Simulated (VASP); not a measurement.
# Li (P6_3/mmc) in VASP: single point with PBEsol

Aim: the single point of Li with PBEsol.

Everything below comes from runs of VASP 6.6.1. Logs are shortened: lines on timing, memory, paths and dates and some standing lists are left out, and cuts for length are marked.

### 1 The cell of the first run

The structure is hexagonal, space group P6_3/mmc (No. 194). The conventional cell has a = 3.767 Å, b = 3.767 Å, c = 6.250 Å, α = 90.00°, β = 90.00°, γ = 120.00°. Within 4.9 Å of Li (site symmetry -6m2) lie 12 Li at 3.77 to 3.81 Å.

### 2 Single point, PBEsol (Rb replaced by Li, lengths x 0.749, strained)

The input, INCAR:

```
ALGO = Normal ; EDIFF = 1E-6
ENCUT = 520 ; GGA = PS
ISIF = 2 ; ISMEAR = 0
LASPH = True ; LCHARG = False
LREAL = False ; LWAVE = False
NBANDS = 10 ; NELM = 80
PREC = Accurate ; SIGMA = 0.1
```

The input, KPOINTS:

```
k-points
0
Gamma
  15 15 8
```

The input, POSCAR:

```
Li
1.0
    3.7670109237      0.0000000000      0.0000000000
   -1.8835054618      3.2623271562      0.0000000000
    0.0000000000      0.0000000000      6.2500060982
Li
2
Direct
    0.3333333300      0.6666666700      0.2500000000
    0.6666666700      0.3333333300      0.7500000000
```

Potentials or basis: VASP PAW PBE potentials, release 64 (Li_sv).

Run with:

```sh
cat potpaw_PBE.64/Li_sv/POTCAR > POTCAR
mpirun -np 1 vasp_std > vasp.out
```

OUTCAR:

```text
EDIFF = 1E-6
   ENCUT = 520
   GGA = PS
   ISIF = 2
   ISMEAR = 0
   LASPH = True
   LREAL = False
   NELM = 80
   PREC = Accurate

 ion  position               nearest neighbor table
   1  0.333  0.667  0.250-
   2  0.667  0.333  0.750-

  LATTYP: Found a hexagonal cell.
 ALAT       =     3.7670109237
 C/A-ratio  =     1.6591420160

  Lattice vectors:

 A1 = (   3.7670109237,   0.0000000000,   0.0000000000)
 A2 = (  -1.8835054618,   3.2623271562,   0.0000000000)
 A3 = (   0.0000000000,   0.0000000000,   6.2500060982)

Analysis of symmetry for initial positions (statically):
=====================================================================
 Subroutine PRICEL returns:
 Original cell was already a primitive cell.

 Routine SETGRP: Setting up the symmetry group for a
 hexagonal supercell.

 Subroutine GETGRP returns: Found 24 space group operations
 (whereof 12 operations were pure point group operations)
 out of a pool of 24 trial point group operations.

The static configuration has the point symmetry D_3d.
 The point group associated with its full space group is D_6h.

Analysis of symmetry for dynamics (positions and initial velocities):
=====================================================================
 Subroutine PRICEL returns:
 Original cell was already a primitive cell.

 Routine SETGRP: Setting up the symmetry group for a
 hexagonal supercell.

 Subroutine GETGRP returns: Found 24 space group operations
 (whereof 12 operations were pure point group operations)
 out of a pool of 24 trial point group operations.

The dynamic configuration has the point symmetry D_3d.
 The point group associated with its full space group is D_6h.

 Subroutine INISYM returns: Found 24 space group operations
 (whereof 12 operations are pure point group operations),
 and found     1 'primitive' translations

----------------------------------------------------------------------------------------

                                     Primitive cell

  volume of cell :      76.8077

  direct lattice vectors                    reciprocal lattice vectors
     3.767010924  0.000000000  0.000000000     0.265462464  0.153264825  0.000000000
    -1.883505462  3.262327156  0.000000000     0.000000000  0.306529650  0.000000000
     0.000000000  0.000000000  6.250006098     0.000000000  0.000000000  0.159999844

  length of vectors
     3.767010924  3.767010924  6.250006098     0.306529650  0.306529650  0.159999844

  position of ions in fractional coordinates (direct lattice)
[... 81 lines left out ...]
   EDIFFG = 0.1E-04   stopping-criterion for IOM
   NSW    =      0    number of steps for IOM
   IBRION =     -1    ionic relax: 0-MD 1-quasi-New 2-CG
   NFREE  =      0    steps in history (QN), initial steepest desc. (CG)
   ISIF   =      2    stress and relaxation
   ISYM   =      2    0-nonsym 1-usesym 2-fastsym
   POTIM  = 0.5000    time-step for ionic-motion
   TEBEG  =    0.0;   TEEND  =   0.0 temperature during run
   PSTRESS=    0.0 pullay stress
   NELECT =       6.0000    total number of electrons
   NUPDOWN=      -1.0000    fix difference up-down
   EMIN   =  10.00;   EMAX   =-10.00  energy-range for DOS
   EFERMI =   0.00;   METHOD = LEGACY
   ISMEAR =     0;   SIGMA  =   0.10  broadening in eV -4-tet -1-fermi 0-gaus
   EFERMI_NEDOS =   21; number of points for ismear=-14 and -15
   IALGO  =     38    algorithm
   IMIX   =      4    mixing-type and parameters
     AMIX     =   0.40;   BMIX     =  1.00
     AMIX_MAG =   1.60;   BMIX_MAG =  1.00
  volume/ion in A,a.u.               =      38.40       259.16
  Fermi-wavevector in a.u.,A,eV,Ry     =   0.699826  1.322480  6.663548  0.489757
  Thomas-Fermi vector in A             =   1.783812
   LORBIT       =      0    0 simple, 1 ext, 2 COOP (PROOUT), +10 PAW based schemes
   GGA     = PS    functional components
   LHFCALC =     F    Hartree Fock is set to
   AEXX    =    0.0000 exact exchange contribution
   IVDW    =     0    specifies the selected vdW correction
   LEPSILON=     F    determine dielectric tensor
   LRPA    =     F    only Hartree local field effects (RPA)
 non-spin polarized calculation
 Gauss-broadening in eV      SIGMA  =   0.10
  energy-cutoff  :      520.00
  volume of cell :       76.81
 maximum number of plane-waves:      2086
 NGX is ok and might be reduce to    28
   NGX = 13   NGY = 13   NGZ = 23

 number of electron       5.9999981 magnetization

 Free energy of the ion-electron system (eV)
  ---------------------------------------------------
  ext. energy  EPLUGINS =         0.00000000
  ---------------------------------------------------
  free energy    TOTEN  =        -3.40294725 eV

  energy without entropy =       -3.39622911  energy(sigma->0) =       -3.39958818

 E-fermi :  -0.7169     XC(G=0):  -5.6366

 val. band max:       -0.7231341681   @ k =   0.4000   0.0000   0.5000
 cond. band min:      -0.7137891894   @ k =   0.4000   0.0667   0.3750
 fundamental gap:      0.0093449787
 Fermi energy:        -0.7168773506

 k-point     1 :       0.0000    0.0000    0.0000
  band No.  band energies     occupation
      1     -47.8297      2.00000
      2     -47.8288      2.00000
      3      -3.4092      2.00000
      4      -0.5868      0.06590
      5       0.5533      0.00000
      6       7.3595      0.00000
      7       7.3596      0.00000
      8       8.2629      0.00000
      9       8.2629      0.00000
     10       8.2994      0.00000
[... 287 lines left out ...]
 k-point    24 :       0.4000    0.2000    0.0000
  band No.  band energies     occupation
      1     -47.8286      2.00000
      2     -47.8284      2.00000
      3      -0.2392      0.00000
      4       0.1292      0.00000
      5       2.2527      0.00000
      6       2.8439      0.00000
      7       3.1778      0.00000
      8       3.6198      0.00000
      9       4.7049      0.00000
     10       5.9785      0.00000

 [... further k-points ...]
[... 5 lines left out ...]
  --------------------------------------------------------------------------------------
  -------------------------------------------------------------------------------------
  Total       -1.4512645     -1.4512645     -1.5155433     -0.0000000      0.0000000      0.0000000
  in kB      -30.2727823    -30.2727823    -31.6136106     -0.0000000      0.0000000      0.0000000
  external PRESSURE =     -30.7197250 kB  Pullay stress =       0.0000000 kB

 VOLUME and BASIS-vectors are now :
 -----------------------------------------------------------------------------
  energy-cutoff  :      520.00
  volume of cell :       76.81
      direct lattice vectors                 reciprocal lattice vectors
     3.767010924  0.000000000  0.000000000     0.265462464  0.153264825  0.000000000
    -1.883505462  3.262327156  0.000000000     0.000000000  0.306529650  0.000000000
     0.000000000  0.000000000  6.250006098     0.000000000  0.000000000  0.159999844

 POSITION                                       TOTAL-FORCE (eV/Angst)
 -----------------------------------------------------------------------------------
     -0.00000      2.17488      1.56250         0.000000      0.000000      0.000000
      1.88351      1.08744      4.68750        -0.000000     -0.000000      0.000000
 -----------------------------------------------------------------------------------
    total drift:                               -0.000002      0.000001      0.000000

  FREE ENERGIE OF THE ION-ELECTRON SYSTEM (eV)
  ---------------------------------------------------
  free  energy   TOTEN  =        -3.4029472536 eV

  energy  without entropy=       -3.3962291073  energy(sigma->0) =       -3.39958818
```

OSZICAR:

```text
N       E                     dE             d eps       ncg     rms          rms(c)
DAV:   1     0.137627814133E+02    0.13763E+02   -0.30957E+03  2700   0.506E+02
DAV:   2     0.102940095604E+00   -0.13660E+02   -0.13432E+02  3418   0.957E+01
DAV:   3    -0.334709920018E+01   -0.34500E+01   -0.34294E+01  4896   0.295E+01
DAV:   4    -0.340573243158E+01   -0.58633E-01   -0.58576E-01  3448   0.580E+00
DAV:   5    -0.340688737249E+01   -0.11549E-02   -0.11548E-02  3680   0.745E-01    0.104E+00
DAV:   6    -0.340415316729E+01    0.27342E-02   -0.12325E-03  3426   0.279E-01    0.613E-01
DAV:   7    -0.340285175270E+01    0.13014E-02   -0.41044E-03  4260   0.383E-01    0.513E-02
DAV:   8    -0.340297541167E+01   -0.12366E-03   -0.96601E-04  3356   0.228E-01    0.303E-02
DAV:   9    -0.340295099969E+01    0.24412E-04   -0.14447E-05  3520   0.377E-02    0.342E-03
DAV:  10    -0.340294716699E+01    0.38327E-05   -0.39642E-06  3702   0.132E-02    0.277E-03
DAV:  11    -0.340294725360E+01   -0.86610E-07   -0.15503E-07  1574   0.353E-03
   1 F= -.34029473E+01 E0= -.33995882E+01  d E =-.671815E-02
```

stdout:

```text
POSCAR found type information on POSCAR Li
 POSCAR found :  1 types and       2 ions
 scaLAPACK will be used
 -----------------------------------------------------------------------------
|                                                                             |
|                                                                             |
|     You enforced a specific xc type in the INCAR file but a different       |
|     I HOPE YOU KNOW WHAT YOU ARE DOING!                                     |
|                                                                             |
 -----------------------------------------------------------------------------

 LDA part: xc-table for (Slater+PW92), standard interpolation
 POSCAR, INCAR and KPOINTS ok, starting setup
 FFT: planning ... GRIDC
 FFT: planning ... GRID_SOFT
 FFT: planning ... GRID
 WAVECAR not read
 entering main loop
```

It took 27 s on 1 thread of Intel Xeon 6975P-C (Granite Rapids), shared host; peak memory 0.22 GiB.

Results:

| Item | Value |
| --- | --- |
| Free energy | -3.4029 eV |
| Band gap on the k mesh | zero (band 3 reaches 0.86 eV, above the bottom of band 4 at -2.59 eV) |

Levels at points of the mesh, in eV from the Fermi level:
```csv
k point,band 1,band 2,band 3,band 4,band 5,band 6
"(0.00, 0.00, 0.00)",-47.11,-47.11,-2.69,0.13,1.27,8.08
"(0.00, 0.00, 0.50)",-47.11,-47.11,-1.87,-1.87,4.92,4.92
```

Caveat: the cell differs from its parent crystal (Rb replaced by Li, lengths x 0.749, strained); the cutoff is under 1.25 times the usual one of these potentials, so pressure, stress and relaxed cells hold a basis-set (Pulay) error; the PAW data sets were made with another functional, which shifts forces and pressure a little.
